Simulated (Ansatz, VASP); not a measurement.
Ga: VASP beside Ansatz

```
CELL_PARAMETERS angstrom
2.28654 -3.87009 0.00000
2.28654 3.87009 0.00000
0.00000 0.00000 4.58875
ATOMIC_POSITIONS crystal
Ga 0.84369 0.15631 0.08225
Ga 0.65631 0.34369 0.58225
Ga 0.15631 0.84369 0.91775
Ga 0.34369 0.65631 0.41775
```

Alike in both runs: functional PBE; k mesh 12 × 12 × 10; occupations gaussian, width 0.1 eV; no spin polarisation.

Ansatz relaxed the structure, and its values are those at the end. VASP's run is a single point on that final structure, the one shown.

|  | VASP | Ansatz |
| --- | --- | --- |
| version | VASP 6.6.1 | Ansatz 0.2.0 |
| potentials or method | VASP PAW PBE potentials, release 64 (Ga_d), cutoff 520 eV | scalar-relativistic, plane waves, PAW |
| valence electrons in the cell | 52 | 52 |

|  | VASP | Ansatz | Ansatz less VASP |
| --- | --- | --- | --- |
| gap on the k mesh at the Fermi level (eV) | none | none | - |
| pressure (GPa) | 0.1 | 0.0 | -0.10 |

A gap of «none» marks a metal or a gap that the smearing closes. The functional is the same, so the differences come from potentials, cutoffs and numerics.
